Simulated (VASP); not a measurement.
# BN (F-43m) in VASP: a series of runs, part 2 of 2

VASP 6.6.1.

## Step 3: Single point, LDA (volume scaled by 0.98)

The input, INCAR:

```
SYSTEM = BN
PREC = Accurate
ENCUT = 520
EDIFF = 1E-7
ISMEAR = -1
SIGMA = 0.02
LREAL = .FALSE.
LASPH = .TRUE.
NELM = 60
ALGO = Normal
ISIF = 2
LWAVE = .FALSE.
LCHARG = .FALSE.
NBANDS = 11
```

The input, KPOINTS:

```
regular mesh
0
G
  11 11 11
  0 0 0
```

The input, POSCAR:

```
BN
1.0
    0.0000000000      1.7953687620      1.7953687620
    1.7953687620      0.0000000000      1.7953687620
    1.7953687620      1.7953687620      0.0000000000
B N
1 1
Direct
    0.0000000000      0.0000000000      0.0000000000
    0.7500000000      0.7500000000      0.7500000000
```

Potentials or basis: VASP PAW LDA potentials, release 64 (B, N).

Command:

```
$ cat potpaw_LDA.64/B/POTCAR potpaw_LDA.64/N/POTCAR > POTCAR
$ mpirun -np 1 vasp_std > vasp.out
```

OUTCAR:

```text
SYSTEM = BN
   PREC = Accurate
   ENCUT = 520
   EDIFF = 1E-7
   ISMEAR = -1
   LREAL = .FALSE.
   LASPH = .TRUE.
   NELM = 60
   ISIF = 2

 ion  position               nearest neighbor table
   1  0.000  0.000  0.000-   2 1.55   2 1.55   2 1.55   2 1.55
   2  0.750  0.750  0.750-   1 1.55   1 1.55   1 1.55   1 1.55

  LATTYP: Found a face centered cubic cell.
 ALAT       =     3.5907375240

  Lattice vectors:

 A1 = (   0.0000000000,   1.7953687620,   1.7953687620)
 A2 = (   1.7953687620,   0.0000000000,   1.7953687620)
 A3 = (   1.7953687620,   1.7953687620,   0.0000000000)

Analysis of symmetry for initial positions (statically):
=====================================================================
 Subroutine PRICEL returns:
 Original cell was already a primitive cell.

 Routine SETGRP: Setting up the symmetry group for a
 face centered cubic supercell.

 Subroutine GETGRP returns: Found 24 space group operations
 (whereof 24 operations were pure point group operations)
 out of a pool of 48 trial point group operations.

The static configuration has the point symmetry T_d .

Analysis of symmetry for dynamics (positions and initial velocities):
=====================================================================
 Subroutine PRICEL returns:
 Original cell was already a primitive cell.

 Routine SETGRP: Setting up the symmetry group for a
 face centered cubic supercell.

 Subroutine GETGRP returns: Found 24 space group operations
 (whereof 24 operations were pure point group operations)
 out of a pool of 48 trial point group operations.

The dynamic configuration has the point symmetry T_d .

 Subroutine INISYM returns: Found 24 space group operations
 (whereof 24 operations are pure point group operations),
 and found     1 'primitive' translations

----------------------------------------------------------------------------------------

                                     Primitive cell

  volume of cell :      11.5742

  direct lattice vectors                    reciprocal lattice vectors
     0.000000000  1.795368762  1.795368762    -0.278494319  0.278494319  0.278494319
     1.795368762  0.000000000  1.795368762     0.278494319 -0.278494319  0.278494319
     1.795368762  1.795368762  0.000000000     0.278494319  0.278494319 -0.278494319

  length of vectors
     2.539034853  2.539034853  2.539034853     0.482366309  0.482366309  0.482366309

  position of ions in fractional coordinates (direct lattice)
     0.000000000  0.000000000  0.000000000
     0.750000000  0.750000000  0.750000000

  ion indices of the primitive-cell ions
   primitive index   ion index
                 1           1
                 2           2

----------------------------------------------------------------------------------------

 KPOINTS: regular mesh

Automatic generation of k-mesh.
 Grid dimensions read from file:
 generate k-points for:   11   11   11

 Generating k-lattice:

  Cartesian coordinates                     Fractional coordinates (reciprocal lattice)
    -0.025317665  0.025317665  0.025317665     0.090909091  0.000000000  0.000000000
     0.025317665 -0.025317665  0.025317665     0.000000000  0.090909091  0.000000000
     0.025317665  0.025317665 -0.025317665     0.000000000  0.000000000  0.090909091

  Length of vectors
     0.043851483  0.043851483  0.043851483

  Shift w.r.t. Gamma in fractional coordinates (k-lattice)
     0.000000000  0.000000000  0.000000000

 Subroutine IBZKPT returns following result:
 ===========================================

 Found     56 irreducible k-points:

 Following reciprocal coordinates:
            Coordinates               Weight
  0.000000  0.000000  0.000000      1.000000
  0.090909  0.000000  0.000000      8.000000
  0.181818  0.000000  0.000000      8.000000
  0.272727  0.000000  0.000000      8.000000
  0.363636  0.000000  0.000000      8.000000
  0.454545  0.000000  0.000000      8.000000
[... 16 lines left out ...]
 -0.272727  0.181818  0.000000     24.000000
 -0.181818  0.181818  0.000000     12.000000
 [... further k-points ...]
   k-points           NKPTS =     56   k-points in BZ     NKDIM =     56   number of bands    NBANDS=     11
   number of dos      NEDOS =    301   number of ions     NIONS =      2
   total plane-waves  NPLWV =   8000
   dimension x,y,z NGX =    20 NGY =   20 NGZ =   20
   dimension x,y,z NGXF=    40 NGYF=   40 NGZF=   40
   ions per type =               1   1
   NGX,Y,Z   is equivalent  to a cutoff of  13.10, 13.10, 13.10 a.u.
   NGXF,Y,Z  is equivalent  to a cutoff of  26.19, 26.19, 26.19 a.u.
 SYSTEM =  BN
   PREC   = accura    normal or accurate (medium, high low for compatibility)
   ISTART =      0    job   : 0-new  1-cont  2-samecut
   ICHARG =      2    charge: 1-file 2-atom 10-const
   ISPIN  =      1    spin polarized calculation?
   LNONCOLLINEAR =      F non collinear calculations
   LSORBIT =      F    spin-orbit coupling
   LASPH  =      T    aspherical Exc in radial PAW
   ENCUT  =  520.0 eV  38.22 Ry    6.18 a.u.   4.72  4.72  4.72*2*pi/ulx,y,z
   NELM   =     60;   NELMIN=  2; NELMDL= -5     # of ELM steps
   EDIFF  = 0.1E-06   stopping-criterion for ELM
   LREAL  =      F    real-space projection
   EDIFFG = 0.1E-05   stopping-criterion for IOM
   NSW    =      0    number of steps for IOM
   IBRION =     -1    ionic relax: 0-MD 1-quasi-New 2-CG
   NFREE  =      0    steps in history (QN), initial steepest desc. (CG)
   ISIF   =      2    stress and relaxation
   ISYM   =      2    0-nonsym 1-usesym 2-fastsym
   POTIM  = 0.5000    time-step for ionic-motion
   TEBEG  =    0.0;   TEEND  =   0.0 temperature during run
   PSTRESS=    0.0 pullay stress
   NELECT =       8.0000    total number of electrons
   NUPDOWN=      -1.0000    fix difference up-down
   EMIN   =  10.00;   EMAX   =-10.00  energy-range for DOS
   EFERMI =   0.00;   METHOD = LEGACY
   ISMEAR =    -1;   SIGMA  =   0.02  broadening in eV -4-tet -1-fermi 0-gaus
   EFERMI_NEDOS =   21; number of points for ismear=-14 and -15
   IALGO  =     38    algorithm
   IMIX   =      4    mixing-type and parameters
     AMIX     =   0.40;   BMIX     =  1.00
     AMIX_MAG =   1.60;   BMIX_MAG =  1.00
  volume/ion in A,a.u.               =       5.79        39.05
  Fermi-wavevector in a.u.,A,eV,Ry     =   1.447464  2.735311 28.506282  2.095153
  Thomas-Fermi vector in A             =   2.565416
   LORBIT       =      0    0 simple, 1 ext, 2 COOP (PROOUT), +10 PAW based schemes
   GGA     = CA    functional components
   LHFCALC =     F    Hartree Fock is set to
   AEXX    =    0.0000 exact exchange contribution
   IVDW    =     0    specifies the selected vdW correction
   LEPSILON=     F    determine dielectric tensor
   LRPA    =     F    only Hartree local field effects (RPA)
 non-spin polarized calculation
  energy-cutoff  :      520.00
  volume of cell :       11.57
 maximum number of plane-waves:       331
   NGX =  9   NGY =  9   NGZ =  9

 number of electron       7.9999999 magnetization

 Free energy of the ion-electron system (eV)
  ---------------------------------------------------
  ext. energy  EPLUGINS =         0.00000000
  ---------------------------------------------------
  free energy    TOTEN  =       -19.41348727 eV

  energy without entropy =      -19.41348727  energy(sigma->0) =      -19.41348727

 E-fermi :   8.1827     XC(G=0): -13.2021

 val. band max:        7.6440447146   @ k =   0.0000   0.0000   0.0000
 cond. band min:      12.1177837782   @ k =   0.4545   0.4545   0.0000
 fundamental gap:      4.4737390636
 Fermi energy:         8.1827050858

 k-point     1 :       0.0000    0.0000    0.0000
  band No.  band energies     occupation
      1     -12.6563      2.00000
      2       7.6440      2.00000
      3       7.6440      2.00000
      4       7.6440      2.00000
      5      16.4222      0.00000
      6      16.4222      0.00000
      7      16.4222      0.00000
      8      18.4137      0.00000
      9      32.5167      0.00000
     10      35.6810      0.00000
     11      35.6810      0.00000
[... 309 lines left out ...]
 k-point    24 :      -0.1818    0.1818    0.0000
  band No.  band energies     occupation
      1     -10.5477      2.00000
      2       2.0576      2.00000
      3       3.8064      2.00000
      4       6.5741      2.00000
      5      18.2287      0.00000
      6      18.3918      0.00000
      7      18.7685      0.00000
      8      21.3453      0.00000
      9      28.9379      0.00000
     10      29.8893      0.00000
     11      34.6623      0.00000

 [... further k-points ...]
[... 5 lines left out ...]
  --------------------------------------------------------------------------------------
  -------------------------------------------------------------------------------------
  Total       -0.1749217     -0.1749217     -0.1749217      0.0000000     -0.0000000     -0.0000000
  in kB      -24.2138235    -24.2138235    -24.2138235      0.0000000     -0.0000000     -0.0000000
  external PRESSURE =     -24.2138235 kB  Pullay stress =       0.0000000 kB

 VOLUME and BASIS-vectors are now :
 -----------------------------------------------------------------------------
  energy-cutoff  :      520.00
  volume of cell :       11.57
      direct lattice vectors                 reciprocal lattice vectors
     0.000000000  1.795368762  1.795368762    -0.278494319  0.278494319  0.278494319
     1.795368762  0.000000000  1.795368762     0.278494319 -0.278494319  0.278494319
     1.795368762  1.795368762  0.000000000     0.278494319  0.278494319 -0.278494319

 POSITION                                       TOTAL-FORCE (eV/Angst)
 -----------------------------------------------------------------------------------
      0.00000      0.00000      0.00000        -0.000000     -0.000000      0.000000
      2.69305      2.69305      2.69305         0.000000      0.000000     -0.000000
 -----------------------------------------------------------------------------------
    total drift:                                0.000000      0.000000      0.000000

  FREE ENERGIE OF THE ION-ELECTRON SYSTEM (eV)
  ---------------------------------------------------
  free  energy   TOTEN  =       -19.4134872701 eV

  energy  without entropy=      -19.4134872701  energy(sigma->0) =      -19.41348727
```

Wall time 6.7 s (1 thread of AMD EPYC 9R45 (Zen 5), shared host); peak memory 0.08 GiB.

Results:

| Property | Result |
| --- | --- |
| Free energy | -19.4135 eV |
| Pressure | -2.4 GPa |
| Band gap on the k mesh | 4.47 eV, indirect (least direct gap 8.78 eV) |

Caveat: the cell differs from its parent crystal (volume scaled by 0.98). A k mesh can miss the band edges.

## Step 4: Single point, LDA (volume scaled by 0.96)

The input, INCAR:

```
SYSTEM = BN
PREC = Accurate
ENCUT = 520
EDIFF = 1E-6
ISMEAR = -1
SIGMA = 0.02
LREAL = .FALSE.
LASPH = .TRUE.
NELM = 60
ALGO = Normal
ISIF = 2
LWAVE = .FALSE.
LCHARG = .TRUE.
GGA = CA
LELF = .TRUE.
LVHAR = .TRUE.
NBANDS = 11
```

KPOINTS is that of step 3.

The input, POSCAR:

```
BN
1.0
    0.0000000000      1.7830713297      1.7830713297
    1.7830713297      0.0000000000      1.7830713297
    1.7830713297      1.7830713297      0.0000000000
B N
1 1
Direct
    0.0000000000      0.0000000000      0.0000000000
    0.7500000000      0.7500000000      0.7500000000
```

Command:

```
$ cat potpaw_LDA.64/B/POTCAR potpaw_LDA.64/N/POTCAR > POTCAR
$ mpirun -np 1 vasp_std > vasp.out
```

It took 6.6 s on 1 thread of AMD EPYC 9R45 (Zen 5), shared host; peak memory 0.08 GiB.

It converged, with:

```
Free energy            : -19.4106 eV
Pressure               : 6.0 GPa
Band gap on the k mesh : 4.50 eV, indirect (least direct gap 8.88 eV)
```

Levels at points of the mesh, in eV from the valence-band top:
| k point | band 1 | band 2 | band 3 | band 4 | band 5 | band 6 | band 7 | band 8 |
| --- | --- | --- | --- | --- | --- | --- | --- | --- |
| (0.00, 0.00, 0.00) | -20.54 | 0.00 | 0.00 | 0.00 | 8.88 | 8.88 | 8.88 | 11.11 |

Caveat: the cell differs from its parent crystal (volume scaled by 0.96). A k mesh can miss the band edges.

## Step 5: Single point, LDA (volume scaled by 0.99)

The input, INCAR:

```
SYSTEM = BN
PREC     = Accurate       ! precision mode
ENCUT    = 520            ! plane-wave cutoff, eV
EDIFF    = 1E-7           ! SCF threshold, eV
ISMEAR   = -1             ! smearing method
SIGMA    = 0.02           ! smearing width, eV
LREAL    = .FALSE.        ! projectors in reciprocal space
LASPH    = .TRUE.         ! aspherical terms in the spheres
NELM     = 100            ! most SCF steps
ALGO     = Normal         ! electronic algorithm
ISIF     = 2              ! what is computed and relaxed
LWAVE    = .FALSE.        ! write WAVECAR
LCHARG   = .FALSE.        ! write CHGCAR
GGA      = CA             ! functional
NBANDS   = 11             ! bands
```

The input, KPOINTS:

```
Automatic mesh
0
G
  11 11 11
  0 0 0
```

The input, POSCAR:

```
BN
1.0
    0.0000000000      1.8014548043      1.8014548043
    1.8014548043      0.0000000000      1.8014548043
    1.8014548043      1.8014548043      0.0000000000
B N
1 1
Direct
    0.0000000000      0.0000000000      0.0000000000
    0.7500000000      0.7500000000      0.7500000000
```

Command:

```
$ cat potpaw_LDA.64/B/POTCAR potpaw_LDA.64/N/POTCAR > POTCAR
$ mpirun -np 1 vasp_std > vasp.out
```

It took 6.8 s on 1 thread of AMD EPYC 9R45 (Zen 5), shared host; peak memory 0.08 GiB.

It converged, with:

* Free energy: -19.4104 eV
* Pressure: -6.3 GPa
* Band gap on the k mesh: 4.46 eV, indirect (least direct gap 8.73 eV)

Levels at points of the mesh, in eV from the valence-band top:
| k point | band 1 | band 2 | band 3 | band 4 | band 5 | band 6 | band 7 | band 8 |
| --- | --- | --- | --- | --- | --- | --- | --- | --- |
| (0.00, 0.00, 0.00) | -20.18 | 0.00 | 0.00 | 0.00 | 8.73 | 8.73 | 8.73 | 10.60 |

Caveat: the cell differs from its parent crystal (volume scaled by 0.99). A k mesh can miss the band edges.

## Step 6: Single point, LDA

This run uses another cell than the first one, of 5.91 Å³/atom, 1.064 times its volume.

The input, INCAR:

```
SYSTEM = BN
PREC     = Accurate       ! precision mode
ENCUT    = 520            ! plane-wave cutoff, eV
EDIFF    = 1E-6           ! SCF threshold, eV
ISMEAR   = -1             ! smearing method
SIGMA    = 0.02           ! smearing width, eV
LREAL    = .False.        ! projectors in reciprocal space
LASPH    = .True.         ! aspherical terms in the spheres
NELM     = 80             ! most SCF steps
ALGO     = Normal         ! electronic algorithm
ISIF     = 2              ! what is computed and relaxed
LWAVE    = .False.        ! write WAVECAR
LCHARG   = .False.        ! write CHGCAR
NBANDS   = 11             ! bands
```

The input, KPOINTS:

```
regular mesh
0
Gamma
  11 11 11
  0 0 0
```

The input, POSCAR:

```
BN
1.0
    0.0000000000      1.8075000000      1.8075000000
    1.8075000000      0.0000000000      1.8075000000
    1.8075000000      1.8075000000      0.0000000000
B N
1 1
Direct
    0.0000000000      0.0000000000      0.0000000000
    0.7500000000      0.7500000000      0.7500000000
```

Potentials or basis: VASP PAW LDA potentials, release 64 (B, N).

Command:

```
$ cat potpaw_LDA.64/B/POTCAR potpaw_LDA.64/N/POTCAR > POTCAR
$ mpirun -np 1 vasp_std > vasp.out
```

Run time: 6.4 s. Hardware: 1 thread of AMD EPYC 9R45 (Zen 5), shared host; peak memory 0.08 GiB.

Results (log left out):

| Item | Value |
| --- | --- |
| Free energy | -19.4046 eV |
| Pressure | -10.1 GPa |
| Band gap on the k mesh | 4.45 eV, indirect (least direct gap 8.68 eV) |

Levels at points of the mesh, in eV from the valence-band top:
```tsv
k point	band 1	band 2	band 3	band 4	band 5	band 6	band 7	band 8	band 9
(0.00, 0.00, 0.00)	-20.07	0.00	0.00	0.00	8.68	8.68	8.68	10.44	24.49
```

A k mesh can miss the band edges. A hybrid or GW would open this gap; LDA tends to underestimate it.

## Step 7: Summary

| cell | gap on the mesh (eV) | pressure (GPa) |
| --- | --- | --- |
| a = 2.504 Å, angles 60.0°, 2 atoms | 4.53 | 15.3 |
| a = 2.539 Å, angles 60.0°, 2 atoms | 4.47 | -2.4 |
| a = 2.522 Å, angles 60.0°, 2 atoms | 4.50 | 6.0 |
| a = 2.548 Å, angles 60.0°, 2 atoms | 4.46 | -6.3 |
| a = 2.556 Å, angles 60.0°, 2 atoms | 4.45 | -10.1 |

Alike in all rows: task single point; level LDA; potentials or basis VASP PAW LDA potentials, release 64 (B, N); no spin polarisation; k mesh 11 × 11 × 11; cutoff (eV) 520; smearing fermi-dirac 0.02 eV.

Absolute energies hang on the potentials; compare differences alone.
